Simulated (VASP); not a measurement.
# Ti (P6/mmm) in VASP: further runs, part 3 of 3

VASP 6.6.1.

**5. Single point, r2SCAN**

This run uses another cell than the first one: it holds 6 atoms, not 3.

POSCAR reads:

```
Ti
1.0
    0.0000000000      0.0000000000      2.8245629321
    4.5680217069      0.0000000000      0.0000000000
    0.0000000000      7.9120456864      0.0000000000
Ti
6
Direct
    0.0000000000      0.0000000000      0.0000000000
    0.0000000000      0.5000000000      0.5000000000
    0.5000000000      0.0000000000      0.3333333333
    0.5000000000      0.5000000000      0.8333333333
    0.5000000000      0.5000000000      0.1666666667
    0.5000000000      0.0000000000      0.6666666667
```

INCAR.step1 reads:

```
PREC = Accurate
ENCUT = 520
ISMEAR = 0
SIGMA = 0.15
LREAL = False
LASPH = True
NELM = 80
NBANDS = 45
GGA = PE
ALGO = Normal
EDIFF = 1E-4
LWAVE = True
LCHARG = False
```

INCAR.step2 reads:

```
PREC = Accurate
ENCUT = 520
EDIFF = 1E-6
ISMEAR = 0
SIGMA = 0.15
LREAL = False
LASPH = True
NELM = 80
ALGO = Normal
ISIF = 2
LWAVE = False
LCHARG = False
METAGGA = R2SCAN
LMIXTAU = True
NBANDS = 45
ISTART = 1
```

KPOINTS reads:

```
Automatic mesh
0
Gamma
  12 8 4
```

Potentials or basis: VASP PAW PBE potentials, release 64 (Ti_sv).

On the command line:

```
$ cat potpaw_PBE.64/Ti_sv/POTCAR > POTCAR
$ cp INCAR.step1 INCAR
$ mpirun -np 1 vasp_std > vasp.out
$ cp INCAR.step2 INCAR
$ mpirun -np 1 vasp_std > vasp.out
```

OUTCAR:

```text
PREC = Accurate
   ENCUT = 520
   EDIFF = 1E-6
   ISMEAR = 0
   LREAL = False
   LASPH = True
   NELM = 80
   ISIF = 2
   METAGGA = R2SCAN
   ISTART = 1

 ion  position               nearest neighbor table
   1  0.000  0.000  0.000-
   2  0.000  0.500  0.500-
   3  0.500  0.000  0.333-   5 2.64   5 2.64   6 2.64
   4  0.500  0.500  0.833-   6 2.64   6 2.64   5 2.64
   5  0.500  0.500  0.167-   3 2.64   3 2.64   4 2.64
   6  0.500  0.000  0.667-   4 2.64   4 2.64   3 2.64

  LATTYP: Found a simple orthorhombic cell.
 ALAT       =     2.8245629321
 B/A-ratio  =     1.6172490459
 C/A-ratio  =     2.8011575159

  Lattice vectors:

 A1 = (   0.0000000000,   0.0000000000,   2.8245629321)
 A2 = (   4.5680217069,   0.0000000000,   0.0000000000)
 A3 = (   0.0000000000,   7.9120456864,   0.0000000000)

Analysis of symmetry for initial positions (statically):
=====================================================================
 Subroutine PRICEL returns following result:

  LATTYP: Found a hexagonal cell.
 ALAT       =     4.5680217069
[... 189 lines left out ...]
  free energy    TOTEN  =       -77.82456523 eV

  energy without entropy =      -77.77359408  energy(sigma->0) =      -77.79907965

 E-fermi :   8.5054     XC(G=0): -12.5047

 val. band max:        8.5039316667   @ k =   0.2500   0.2500   0.0000
 cond. band min:       8.5112543551   @ k =   0.1667   0.1250   0.0000
 fundamental gap:      0.0073226884
 Fermi energy:         8.5053692644

 k-point     1 :       0.0000    0.0000    0.0000
  band No.  band energies     occupation
      1     -50.7398      2.00000
      2     -50.7228      2.00000
      3     -50.4940      2.00000
      4     -50.4513      2.00000
      5     -50.3876      2.00000
      6     -50.3265      2.00000
[... 1141 lines left out ...]
     44       9.7210      0.00000
     45       9.8621      0.00000

 [... further k-points ...]
[... 5 lines left out ...]
  --------------------------------------------------------------------------------------
  -------------------------------------------------------------------------------------
  Total        0.2469236      0.2501701      0.3051987      0.0000000      0.0000000      0.0000000
  in kB        3.8752976      3.9262489      4.7898849      0.0000000      0.0000000      0.0000000
  external PRESSURE =       4.1971438 kB  Pullay stress =       0.0000000 kB

 VOLUME and BASIS-vectors are now :
 -----------------------------------------------------------------------------
  energy-cutoff  :      520.00
  volume of cell :      102.09
      direct lattice vectors                 reciprocal lattice vectors
     0.000000000  0.000000000  2.824562932     0.000000000  0.000000000  0.354037075
     4.568021707  0.000000000  0.000000000     0.218913145  0.000000000  0.000000000
     0.000000000  7.912045686  0.000000000     0.000000000  0.126389563  0.000000000

 POSITION                                       TOTAL-FORCE (eV/Angst)
 -----------------------------------------------------------------------------------
      0.00000      0.00000      0.00000         0.000000     -0.000000     -0.000000
      2.28401      3.95602      0.00000        -0.000000     -0.000000     -0.000000
      0.00000      2.63735      1.41228         0.000000      0.004311      0.000000
      2.28401      6.59337      1.41228         0.000000      0.004311      0.000000
      2.28401      1.31867      1.41228         0.000000     -0.004311      0.000000
      0.00000      5.27470      1.41228         0.000000     -0.004311     -0.000000
 -----------------------------------------------------------------------------------
    total drift:                                0.000000      0.000000      0.000000

  FREE ENERGIE OF THE ION-ELECTRON SYSTEM (eV)
  ---------------------------------------------------
  free  energy   TOTEN  =       -77.8245652306 eV

  energy  without entropy=      -77.7735940767  energy(sigma->0) =      -77.79907965
```

OUTCAR.step1:

```text
PREC = Accurate
   ENCUT = 520
   ISMEAR = 0
   LREAL = False
   LASPH = True
[... 1406 lines left out ...]
      0.00000      2.63735      1.41228         0.000000      0.001369     -0.000000
      2.28401      6.59337      1.41228         0.000000      0.001369     -0.000000
      2.28401      1.31867      1.41228         0.000000     -0.001369      0.000000
      0.00000      5.27470      1.41228        -0.000000     -0.001369      0.000000
 -----------------------------------------------------------------------------------
    total drift:                                0.000000      0.000000      0.000000

  FREE ENERGIE OF THE ION-ELECTRON SYSTEM (eV)
  ---------------------------------------------------
  free  energy   TOTEN  =       -47.0765508153 eV

  energy  without entropy=      -47.0160546348  energy(sigma->0) =      -47.04630273
```

It took 12 min on 1 thread of Intel Xeon 6975P-C (Granite Rapids), shared host; peak memory 0.45 GiB.

Results:

```
Free energy            : -77.8246 eV
Pressure               : 0.4 GPa
Largest force          : 0.004 eV/Å
Band gap on the k mesh : zero (band 36 reaches 8.66 eV, above the bottom of band 37 at 8.43 eV)
```

Forces in eV/Å, atoms in the order of the input:
```
Ti   0.000  0.000  0.000
Ti   0.000  0.000  0.000
Ti   0.000  0.004  0.000
Ti   0.000  0.004  0.000
Ti   0.000 -0.004  0.000
Ti   0.000 -0.004  0.000
```

Stress tensor (GPa, compression positive):
```
0.39 0.00 0.00
0.00 0.39 0.00
0.00 0.00 0.48
```

Caveat: the PAW data sets were made with another functional, which shifts forces and pressure a little.

**6. Summary**

```tsv
cell	k mesh	smearing	gap on the mesh (eV)	pressure (GPa)
a = 4.568, b = 4.568, c = 2.740 Å, angles 90.0, 90.0, 120.0°, 3 atoms	12 × 12 × 18	gaussian 0.1 eV	none	4.5
a = 4.568, b = 4.568, c = 2.768 Å, angles 90.0, 90.0, 120.0°, 3 atoms	12 × 12 × 18	gaussian 0.1 eV	none	3.1
a = 4.568, b = 4.568, c = 2.796 Å, angles 90.0, 90.0, 120.0°, 3 atoms	12 × 12 × 18	gaussian 0.1 eV	none	1.7
a = 2.825, b = 4.568, c = 7.912 Å, 6 atoms	12 × 8 × 4	gaussian 0.15 eV	none	0.4
```

Alike in all rows: task single point; level r2SCAN; potentials or basis VASP PAW PBE potentials, release 64 (Ti_sv); no spin polarisation; cutoff (eV) 520.

Caveats: the PAW data sets were made with another functional, which shifts forces and pressure a little.

Absolute energies hang on the potentials; compare differences alone.
